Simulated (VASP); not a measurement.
Write the native input for VASP 6.6.1 that does the following.

```yaml
Task: single point
Functional: PBE
Dispersion: D3(BJ)
Potentials_or_basis: VASP PAW PBE potentials, release 64 (H, C, O)
Cutoff: 520 eV
k_mesh: 6 × 4 × 4
Occupations: gaussian, width 0.02 eV
Spin: no spin polarisation
Dipole_correction: no
Further_INCAR_settings: LREAL = Auto; ALGO = Normal; EDIFF = 1e-06; NBANDS = 56
```

The structure of H4C2O lies in POSCAR:

```
H4C2O
1.0
    4.6293120973      0.0000000000      0.0145329520
    0.0000000000      8.2923487003      0.0000000000
   -3.4561739083      0.0000000000      6.4260684125
H C O
16 8 4
Direct
    0.8383361151      0.6091470190      0.5578827993
    0.1616638849      0.1091470190      0.9421172007
    0.1616638849      0.3908529810      0.4421172007
    0.8383361151      0.8908529810      0.0578827993
    0.9273707496      0.4344966786      0.7351430598
    0.0726292504      0.9344966786      0.7648569402
    0.0726292504      0.5655033214      0.2648569402
    0.9273707496      0.0655033214      0.2351430598
    0.5730132069      0.5559205050      0.8773969185
    0.4269867931      0.0559205050      0.6226030815
    0.4269867931      0.4440794950      0.1226030815
    0.5730132069      0.9440794950      0.3773969185
    0.4761952615      0.7292263080      0.6971027931
    0.5238047385      0.2292263080      0.8028972069
    0.5238047385      0.2707736920      0.3028972069
    0.4761952615      0.7707736920      0.1971027931
    0.8495541790      0.5600700884      0.6998942246
    0.1504458210      0.0600700884      0.8001057754
    0.1504458210      0.4399299116      0.3001057754
    0.8495541790      0.9399299116      0.1998942246
    0.6421648174      0.6304200232      0.7809173071
    0.3578351826      0.1304200232      0.7190826929
    0.3578351826      0.3695799768      0.2190826929
    0.6421648174      0.8695799768      0.2809173071
    0.9865689132      0.6688960429      0.8750212637
    0.0134310868      0.1688960429      0.6249787363
    0.0134310868      0.3311039571      0.1249787363
    0.9865689132      0.8311039571      0.3750212637
```

The input as run:

INCAR

```
SYSTEM = H4C2O
  PREC = Accurate
  ENCUT = 520
  EDIFF = 1E-6
  ISMEAR = 0
  SIGMA = 0.02
  LREAL = Auto
  LASPH = .True.
  NELM = 60
  ALGO = Normal
  ISIF = 2
  LWAVE = .False.
  LCHARG = .False.
  GGA = PE
  IVDW = 12
  NBANDS = 56
```

KPOINTS

```
Automatic mesh
0
Gamma
  6 4 4
  0 0 0
```

Potentials or basis: VASP PAW PBE potentials, release 64 (H, C, O).

The run is started by

```sh
$ cat potpaw_PBE.64/H/POTCAR potpaw_PBE.64/C/POTCAR potpaw_PBE.64/O/POTCAR > POTCAR
$ mpirun -np 1 vasp_std > vasp.out
```

It gave:

The pressure is 0.6 GPa, the largest force is 0.355 eV/Å and the band gap on the k mesh is 5.47 eV (least direct gap 5.57 eV). The dispersion energy per atom is -0.051 eV.

It took 7.6 min on 1 thread of Intel(R) Xeon(R) 6975P-C (Granite Rapids), on a shared host, peak memory 0.55 GiB.
